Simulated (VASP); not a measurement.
# Re (P6_3/mmc) in VASP: a series of runs

Runs on Re. Level: PBE. Tasks: single point.

Everything below comes from runs of VASP 6.6.1. Logs are shortened: lines on timing, memory, paths and dates and some standing lists are left out, and cuts for length are marked.

**1. The cell of the first run**

It takes space group P6_3/mmc (No. 194, hexagonal). The conventional cell has a = 2.729 Å, b = 2.729 Å, c = 5.022 Å, α = 90.00°, β = 90.00°, γ = 120.00°. Within 3.6 Å of Re (site symmetry -6m2) lie 12 Re at 2.73 to 2.96 Å.

**2. Single point, PBE**

INCAR

```
PREC = Accurate
ENCUT = 520
EDIFF = 1E-6
ISMEAR = 0
SIGMA = 0.15
LREAL = F
LASPH = T
NELM = 60
ALGO = Fast
ISIF = 2
LWAVE = F
LCHARG = F
GGA = PE
NBANDS = 14
```

KPOINTS

```
Automatic mesh
0
Gamma
  18 18 10
```

POSCAR

```
Re
1.0
    2.7286000000      0.0000000000      0.0000000000
   -1.3643000000      2.3630369168      0.0000000000
    0.0000000000      0.0000000000      5.0223000000
Re
2
Direct
    0.3333333333      0.6666666667      0.2500000000
    0.6666666667      0.3333333333      0.7500000000
```

Potentials or basis: VASP PAW PBE potentials, release 64 (Re).

The run is started by

```
$ cat potpaw_PBE.64/Re/POTCAR > POTCAR
$ mpirun -np 1 vasp_std > vasp.out
```

OUTCAR:

```text
PREC = Accurate
   ENCUT = 520
   EDIFF = 1E-6
   ISMEAR = 0
   LREAL = F
   LASPH = T
   NELM = 60
   ISIF = 2
   GGA = PE

 ion  position               nearest neighbor table
   1  0.333  0.667  0.250-   2 2.96   2 2.96   2 2.96   2 2.96   2 2.96   2 2.96
   2  0.667  0.333  0.750-   1 2.96   1 2.96   1 2.96   1 2.96   1 2.96   1 2.96

  LATTYP: Found a hexagonal cell.
 ALAT       =     2.7286000000
 C/A-ratio  =     1.8406142344

  Lattice vectors:

 A1 = (   2.7286000000,   0.0000000000,   0.0000000000)
 A2 = (  -1.3643000000,   2.3630369168,   0.0000000000)
 A3 = (   0.0000000000,   0.0000000000,   5.0223000000)

Analysis of symmetry for initial positions (statically):
=====================================================================
 Subroutine PRICEL returns:
 Original cell was already a primitive cell.

 Routine SETGRP: Setting up the symmetry group for a
 hexagonal supercell.

 Subroutine GETGRP returns: Found 24 space group operations
 (whereof 12 operations were pure point group operations)
 out of a pool of 24 trial point group operations.

The static configuration has the point symmetry D_3d.
 The point group associated with its full space group is D_6h.

Analysis of symmetry for dynamics (positions and initial velocities):
=====================================================================
 Subroutine PRICEL returns:
 Original cell was already a primitive cell.

 Routine SETGRP: Setting up the symmetry group for a
 hexagonal supercell.

 Subroutine GETGRP returns: Found 24 space group operations
 (whereof 12 operations were pure point group operations)
 out of a pool of 24 trial point group operations.

The dynamic configuration has the point symmetry D_3d.
 The point group associated with its full space group is D_6h.

 Subroutine INISYM returns: Found 24 space group operations
 (whereof 12 operations are pure point group operations),
 and found     1 'primitive' translations

----------------------------------------------------------------------------------------

                                     Primitive cell

  volume of cell :      32.3827

  direct lattice vectors                    reciprocal lattice vectors
     2.728600000  0.000000000  0.000000000     0.366488309  0.211592124  0.000000000
    -1.364300000  2.363036917  0.000000000     0.000000000  0.423184248  0.000000000
     0.000000000  0.000000000  5.022300000     0.000000000  0.000000000  0.199111961

  length of vectors
     2.728600000  2.728600000  5.022300000     0.423184248  0.423184248  0.199111961

  position of ions in fractional coordinates (direct lattice)
     0.333333333  0.666666667  0.250000000
     0.666666667  0.333333333  0.750000000

  ion indices of the primitive-cell ions
   primitive index   ion index
                 1           1
                 2           2

----------------------------------------------------------------------------------------

 KPOINTS: Automatic mesh

Automatic generation of k-mesh.
 Grid dimensions read from file:
 generate k-points for:   18   18   10

 Generating k-lattice:

  Cartesian coordinates                     Fractional coordinates (reciprocal lattice)
     0.020360462  0.011755118  0.000000000     0.055555556  0.000000000  0.000000000
     0.000000000  0.023510236  0.000000000     0.000000000  0.055555556  0.000000000
     0.000000000  0.000000000  0.019911196     0.000000000  0.000000000  0.100000000

  Length of vectors
     0.023510236  0.023510236  0.019911196

  Shift w.r.t. Gamma in fractional coordinates (k-lattice)
     0.000000000  0.000000000  0.000000000

 Subroutine IBZKPT returns following result:
 ===========================================

 Found    222 irreducible k-points:

 Following reciprocal coordinates:
            Coordinates               Weight
  0.000000  0.000000  0.000000      1.000000
  0.055556  0.000000  0.000000      6.000000
  0.111111  0.000000  0.000000      6.000000
  0.166667  0.000000  0.000000      6.000000
  0.222222  0.000000  0.000000      6.000000
  0.277778  0.000000  0.000000      6.000000
[... 16 lines left out ...]
  0.333333  0.111111  0.000000     12.000000
  0.388889  0.111111  0.000000     12.000000
 [... further k-points ...]
   k-points           NKPTS =    222   k-points in BZ     NKDIM =    222   number of bands    NBANDS=     14
   number of dos      NEDOS =    301   number of ions     NIONS =      2
   total plane-waves  NPLWV =  16000
   dimension x,y,z NGX =    20 NGY =   20 NGZ =   40
   dimension x,y,z NGXF=    40 NGYF=   40 NGZF=   80
   ions per type =               2
   NGX,Y,Z   is equivalent  to a cutoff of  12.19, 12.19, 13.24 a.u.
   NGXF,Y,Z  is equivalent  to a cutoff of  24.37, 24.37, 26.48 a.u.
 SYSTEM =  unknown system
   PREC   = accura    normal or accurate (medium, high low for compatibility)
   ISTART =      0    job   : 0-new  1-cont  2-samecut
   ICHARG =      2    charge: 1-file 2-atom 10-const
   ISPIN  =      1    spin polarized calculation?
   LNONCOLLINEAR =      F non collinear calculations
   LSORBIT =      F    spin-orbit coupling
   LASPH  =      T    aspherical Exc in radial PAW
   ENCUT  =  520.0 eV  38.22 Ry    6.18 a.u.   5.07  5.07  9.34*2*pi/ulx,y,z
   NELM   =     60;   NELMIN=  2; NELMDL= -5     # of ELM steps
   EDIFF  = 0.1E-05   stopping-criterion for ELM
   LREAL  =      F    real-space projection
   EDIFFG = 0.1E-04   stopping-criterion for IOM
   NSW    =      0    number of steps for IOM
   IBRION =     -1    ionic relax: 0-MD 1-quasi-New 2-CG
   NFREE  =      0    steps in history (QN), initial steepest desc. (CG)
   ISIF   =      2    stress and relaxation
   ISYM   =      2    0-nonsym 1-usesym 2-fastsym
   POTIM  = 0.5000    time-step for ionic-motion
   TEBEG  =    0.0;   TEEND  =   0.0 temperature during run
   PSTRESS=    0.0 pullay stress
   NELECT =      14.0000    total number of electrons
   NUPDOWN=      -1.0000    fix difference up-down
   EMIN   =  10.00;   EMAX   =-10.00  energy-range for DOS
   EFERMI =   0.00;   METHOD = LEGACY
   ISMEAR =     0;   SIGMA  =   0.15  broadening in eV -4-tet -1-fermi 0-gaus
   EFERMI_NEDOS =   21; number of points for ismear=-14 and -15
   IALGO  =     68    algorithm
   IMIX   =      4    mixing-type and parameters
     AMIX     =   0.40;   BMIX     =  1.00
     AMIX_MAG =   1.60;   BMIX_MAG =  1.00
  volume/ion in A,a.u.               =      16.19       109.26
  Fermi-wavevector in a.u.,A,eV,Ry     =   1.237884  2.339261 20.848969  1.532356
  Thomas-Fermi vector in A             =   2.372432
   LORBIT       =      0    0 simple, 1 ext, 2 COOP (PROOUT), +10 PAW based schemes
   GGA     = PE    functional components
   LHFCALC =     F    Hartree Fock is set to
   AEXX    =    0.0000 exact exchange contribution
   IVDW    =     0    specifies the selected vdW correction
   LEPSILON=     F    determine dielectric tensor
   LRPA    =     F    only Hartree local field effects (RPA)
 non-spin polarized calculation
 RMM-DIIS sequential band-by-band and
 Gauss-broadening in eV      SIGMA  =   0.15
  energy-cutoff  :      520.00
  volume of cell :       32.38
 maximum number of plane-waves:       894
   NGX = 11   NGY = 11   NGZ = 19

 number of electron      13.9999999 magnetization

 Free energy of the ion-electron system (eV)
  ---------------------------------------------------
  ext. energy  EPLUGINS =         0.00000000
  ---------------------------------------------------
  free energy    TOTEN  =       -24.25384583 eV

  energy without entropy =      -24.22589088  energy(sigma->0) =      -24.23986836

 E-fermi :   7.0096     XC(G=0): -13.1919

 val. band max:        7.0068159106   @ k =   0.2222   0.0556   0.2000
 cond. band min:       7.0117930442   @ k =   0.1667   0.0556   0.2000
 fundamental gap:      0.0049771336
 Fermi energy:         7.0096387839

 k-point     1 :       0.0000    0.0000    0.0000
  band No.  band energies     occupation
      1      -2.4433      2.00000
      2       0.4350      2.00000
      3       4.0690      2.00000
      4       5.5766      2.00000
      5       5.5766      2.00000
      6       6.0031      2.00000
      7       6.0031      2.00000
      8       6.0425      2.00000
      9       7.9863      0.00000
     10       7.9863      0.00000
     11       9.7816      0.00000
     12       9.7816      0.00000
     13      13.8879      0.00000
     14      21.0512      0.00000

 k-point     2 :       0.0556    0.0000    0.0000
  band No.  band energies     occupation
      1      -2.3157      2.00000
      2       0.5712      2.00000
      3       4.1206      2.00000
      4       5.4852      2.00000
      5       5.6950      2.00000
      6       5.7874      2.00000
      7       5.9006      2.00000
      8       6.1188      2.00000
      9       7.8087      0.00000
     10       7.8986      0.00000
     11       9.8112      0.00000
     12      10.1396      0.00000
     13      13.8656      0.00000
     14      21.2962      0.00000

 k-point     3 :       0.1111    0.0000    0.0000
  band No.  band energies     occupation
      1      -1.9444      2.00000
      2       0.9575      2.00000
      3       4.2274      2.00000
      4       5.1897      2.00000
      5       5.2782      2.00000
      6       5.6604      2.00000
      7       6.0453      2.00000
      8       6.4607      2.00000
      9       7.3961      0.00027
     10       7.6684      0.00000
     11       9.8751      0.00000
     12      10.9607      0.00000
     13      13.7937      0.00000
     14      22.0615      0.00000

 k-point     4 :       0.1667    0.0000    0.0000
  band No.  band energies     occupation
      1      -1.3662      2.00000
      2       1.5070      2.00000
      3       4.2421      2.00000
      4       4.4846      2.00000
      5       5.0054      2.00000
      6       5.6162      2.00000
      7       6.6143      1.99981
      8       6.8696      1.81335
      9       7.0134      0.97155
     10       7.3603      0.00095
     11       9.9320      0.00000
     12      11.9668      0.00000
     13      13.6685      0.00000
     14      22.7471      0.00000

 k-point     5 :       0.2222    0.0000    0.0000
  band No.  band energies     occupation
      1      -0.6482      2.00000
      2       1.9936      2.00000
      3       3.7968      2.00000
      4       4.2619      2.00000
      5       4.6371      2.00000
      6       6.0802      2.00000
      7       6.3100      2.00000
      8       7.0298      0.84909
      9       7.3768      0.00054
     10       7.7483      0.00000
     11       9.9601      0.00000
[... 276 lines left out ...]
 k-point    22 :       0.2778    0.1111    0.0000
  band No.  band energies     occupation
      1       1.1353      2.00000
      2       2.3631      2.00000
      3       2.7082      2.00000
      4       4.2082      2.00000
      5       5.0237      2.00000
      6       5.1364      2.00000
      7       6.3258      2.00000
      8       7.2582      0.01910
      9       9.5487      0.00000
     10       9.5660      0.00000
     11      10.4500      0.00000
     12      13.7641      0.00000
     13      15.6456      0.00000
     14      18.5695      0.00000

 k-point    23 :       0.3333    0.1111    0.0000
  band No.  band energies     occupation
      1       1.5668      2.00000
      2       2.1023      2.00000
      3       2.3898      2.00000
      4       4.4958      2.00000
      5       4.9072      2.00000
      6       5.5541      2.00000
      7       5.9948      2.00000
      8       8.3171      0.00000
      9       9.4834      0.00000
     10      10.1116      0.00000
     11      11.5326      0.00000
     12      14.4697      0.00000
     13      16.5156      0.00000
     14      16.8603      0.00000

 k-point    24 :       0.3889    0.1111    0.0000
  band No.  band energies     occupation
      1       1.7463      2.00000
      2       1.9164      2.00000
      3       2.1928      2.00000
      4       4.7784      2.00000
      5       4.9827      2.00000
      6       5.7533      2.00000
      7       5.7725      2.00000
      8       9.3881      0.00000
      9       9.4385      0.00000
     10      10.3884      0.00000
     11      12.4677      0.00000
     12      14.8643      0.00000
     13      16.0841      0.00000
     14      17.1351      0.00000

 [... further k-points ...]

------------------------ aborting loop because EDIFF is reached ----------------------------------------

  FORCE on cell =-STRESS in cart. coord.  units (eV):
  Direction    XX          YY          ZZ          XY          YZ          ZX
  --------------------------------------------------------------------------------------
  -------------------------------------------------------------------------------------
  Total       -0.9888847     -0.9888847     -9.7105522     -0.0000000      0.0000000     -0.0000000
  in kB      -48.9263934    -48.9263934   -480.4425652     -0.0000000      0.0000000     -0.0000000
  external PRESSURE =    -192.7651173 kB  Pullay stress =       0.0000000 kB

 VOLUME and BASIS-vectors are now :
 -----------------------------------------------------------------------------
  energy-cutoff  :      520.00
  volume of cell :       32.38
      direct lattice vectors                 reciprocal lattice vectors
     2.728600000  0.000000000  0.000000000     0.366488309  0.211592124  0.000000000
    -1.364300000  2.363036917  0.000000000     0.000000000  0.423184248  0.000000000
     0.000000000  0.000000000  5.022300000     0.000000000  0.000000000  0.199111961

 POSITION                                       TOTAL-FORCE (eV/Angst)
 -----------------------------------------------------------------------------------
     -0.00000      1.57536      1.25558        -0.000000     -0.000000      0.000000
      1.36430      0.78768      3.76673         0.000000      0.000000      0.000000
 -----------------------------------------------------------------------------------
    total drift:                                0.000000     -0.000000     -0.000000

  FREE ENERGIE OF THE ION-ELECTRON SYSTEM (eV)
  ---------------------------------------------------
  free  energy   TOTEN  =       -24.2538458324 eV

  energy  without entropy=      -24.2258908804  energy(sigma->0) =      -24.23986836
```

Run time: 81 s. Hardware: 1 thread of Intel Xeon Platinum 8259CL at 2.50GHz (Skylake/Cascade Lake), shared host; peak memory 0.21 GiB.

Results:

- Free energy: -24.2538 eV
- Pressure: -19.3 GPa
- Band gap on the k mesh: zero (bands 7 and 8 overlap by 2.57 eV)

Caveat: the stress differs along the axes, from -48 to -5 GPa; spin-orbit coupling is left out, which moves the levels of the heavy elements.

**3. Single point, PBE**

This run uses another cell than the first one, of 16.15 Å³/atom.

INCAR

```
SYSTEM = Re
  PREC = Accurate
  ENCUT = 520
  EDIFF = 1E-6
  ISMEAR = 0
  SIGMA = 0.15
  LREAL = .False.
  LASPH = .True.
  NELM = 60
  ALGO = Fast
  ISIF = 2
  LWAVE = .False.
  LCHARG = .False.
  GGA = PE
  NBANDS = 14
```

KPOINTS

```
regular mesh
0
Gamma
  18 18 10
  0 0 0
```

POSCAR

```
Re
1.0
    2.7748241524      0.0000000000      0.0000000000
   -1.3874120762      2.4030682070      0.0000000000
    0.0000000000      0.0000000000      4.8430000000
Re
2
Direct
    0.3333333333      0.6666666667      0.2500000000
    0.6666666667      0.3333333333      0.7500000000
```

Potentials or basis: VASP PAW PBE potentials, release 64 (Re).

The run is started by

```
$ cat potpaw_PBE.64/Re/POTCAR > POTCAR
$ mpirun -np 1 vasp_std > vasp.out
```

Run time: 86 s. Hardware: 1 thread of Intel Xeon Platinum 8259CL at 2.50GHz (Skylake/Cascade Lake), shared host; peak memory 0.22 GiB.

Results (log left out):

* Free energy: -24.5191 eV
* Pressure: -22.4 GPa
* Band gap on the k mesh: zero (bands 7 and 8 overlap by 2.57 eV)

Stress tensor (GPa, compression positive):
```
-13.43   0.00   0.00
  0.00 -13.43   0.00
  0.00   0.00 -40.46
```

Levels at points of the mesh, in eV from the Fermi level:
```tsv
k point	band 5	band 6	band 7	band 8	band 9	band 10
(0.00, 0.00, 0.00)	-1.37	-0.83	-0.83	-0.40	0.68	0.68
(0.50, 0.00, 0.00)	-1.49	-1.22	-1.12	3.25	3.92	4.21
(0.00, 0.00, 0.50)	-1.36	-1.36	-1.36	-1.36	2.12	2.12
(0.50, 0.00, 0.50)	0.54	0.54	0.71	0.71	3.89	3.89
```

Caveat: the stress differs along the axes, from -40 to -13 GPa; spin-orbit coupling is left out, which moves the levels of the heavy elements.

**4. Single point, PBE**

This run uses another cell than the first one, of 16.48 Å³/atom.

INCAR

```
PREC     = Accurate       # precision mode
ENCUT    = 520            # plane-wave cutoff, eV
EDIFF    = 1E-6           # SCF threshold, eV
ISMEAR   = 0              # smearing method
SIGMA    = 0.15           # smearing width, eV
LREAL    = F              # projectors in reciprocal space
LASPH    = T              # aspherical terms in the spheres
NELM     = 80             # most SCF steps
ALGO     = Fast           # electronic algorithm
ISIF     = 2              # what is computed and relaxed
LWAVE    = F              # write WAVECAR
LCHARG   = T              # write CHGCAR
GGA      = PE             # functional
LELF     = T              # ELF
LVHAR    = T            
NBANDS   = 14             # bands
```

KPOINTS

```
regular mesh
0
Gamma
  18 18 10
```

POSCAR

```
Re
1.0
    2.9136000000      0.0000000000      0.0000000000
   -1.4568000000      2.5232516165      0.0000000000
    0.0000000000      0.0000000000      4.4842238099
Re
2
Direct
    0.3333333333      0.6666666667      0.2500000000
    0.6666666667      0.3333333333      0.7500000000
```

The run is started by

```
$ cat potpaw_PBE.64/Re/POTCAR > POTCAR
$ mpirun -np 1 vasp_std > vasp.out
```

Wall time 91 s (1 thread of Intel Xeon Platinum 8259CL at 2.50GHz (Skylake/Cascade Lake), shared host); peak memory 0.22 GiB.

It converged, with:

* Free energy: -24.5091 eV
* Pressure: -28.5 GPa
* Band gap on the k mesh: zero (bands 7 and 8 overlap by 2.82 eV)

Stress tensor (GPa, compression positive):
```
-32.73   0.00   0.00
  0.00 -32.73   0.00
  0.00   0.00 -20.17
```

Levels at points of the mesh, in eV from the Fermi level:
| k point | band 4 | band 5 | band 6 | band 7 | band 8 | band 9 | band 10 | band 11 |
| --- | --- | --- | --- | --- | --- | --- | --- | --- |
| (0.00, 0.00, 0.00) | -1.36 | -0.77 | -0.54 | -0.54 | -0.15 | -0.15 | 0.99 | 2.91 |
| (0.50, 0.00, 0.00) | -1.90 | -1.80 | -0.85 | -0.18 | 3.00 | 3.55 | 3.95 | 5.03 |
| (0.00, 0.00, 0.50) | -1.75 | -1.58 | -1.58 | -1.58 | -1.58 | 2.23 | 2.23 | 2.23 |
| (0.50, 0.00, 0.50) | -3.26 | 0.22 | 0.22 | 0.75 | 0.75 | 3.34 | 3.34 | 4.11 |

Caveat: the stress differs along the axes, from -33 to -20 GPa; spin-orbit coupling is left out, which moves the levels of the heavy elements.

**5. The runs side by side**

| cell | gap on the mesh (eV) | pressure (GPa) |
| --- | --- | --- |
| a = 2.729, b = 2.729, c = 5.022 Å, angles 90.0, 90.0, 120.0°, 2 atoms | none | -19.3 |
| a = 2.775, b = 2.775, c = 4.843 Å, angles 90.0, 90.0, 120.0°, 2 atoms | none | -22.4 |
| a = 2.914, b = 2.914, c = 4.484 Å, angles 90.0, 90.0, 120.0°, 2 atoms | none | -28.5 |

Alike in all rows: task single point; level PBE; potentials or basis VASP PAW PBE potentials, release 64 (Re); no spin polarisation; k mesh 18 × 18 × 10; cutoff (eV) 520; smearing gaussian 0.15 eV.

Caveats: spin-orbit coupling is left out, which moves the levels of the heavy elements; the stress differs along the axes, from -48 to -5 GPa (at least some runs); the stress differs along the axes, from -40 to -13 GPa (at least some runs); the stress differs along the axes, from -33 to -20 GPa (at least some runs).

Absolute energies hang on the potentials; compare differences alone.
